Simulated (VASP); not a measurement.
# Cd: single point with PBEsol

The system is Cd.

```xyz
2
Lattice="2.9302 0.0000 0.0000 -1.4651 2.5376 0.0000 0.0000 0.0000 5.7276" Properties=species:S:1:pos:R:3 pbc="T T T"
Cd    0.0000    1.6918    1.4319
Cd    1.4651    0.8459    4.2957
```

```json
{
  "Program": "VASP 6.6.1",
  "Task": "single point",
  "Functional": "PBEsol",
  "Potentials or basis": "VASP PAW PBE potentials, release 64 (Cd_sv_GW)",
  "Cutoff": "630 eV",
  "k mesh": "14 × 14 × 6",
  "Occupations": "fermi-dirac, width 0.05 eV",
  "Spin": "no spin polarisation",
  "Dipole correction": "no",
  "Further INCAR settings": "ALGO = Normal; EDIFF = 1e-06; NBANDS = 27"
}
```

- Pressure: -0.3 GPa
- Band gap on the k mesh: zero (bands 20 and 21 overlap by 4.78 eV)

Levels at points of the mesh, in eV from the Fermi level:
```tsv
k point	band 17	band 18	band 19	band 20	band 21	band 22	band 23	band 24
(0.00, 0.00, 0.00)	-8.63	-8.41	-8.41	-3.39	-3.24	9.50	14.01	14.16
(0.50, 0.00, 0.00)	-8.09	-8.07	-2.28	-1.68	1.81	3.01	3.11	5.23
(0.00, 0.00, 0.50)	-8.51	-8.51	-7.50	-7.50	3.17	3.17	14.30	14.30
(0.50, 0.00, 0.50)	-8.08	-8.08	-1.55	-1.55	0.25	0.25	7.67	7.67
```

Run time: 2.2 min on 1 thread of Intel(R) Xeon(R) Platinum 8259CL CPU @ 2.50GHz (Skylake/Cascade Lake), on a shared host, peak memory 0.27 GiB.

Caveat: the PAW data sets were made with another functional, which shifts forces and pressure a little.
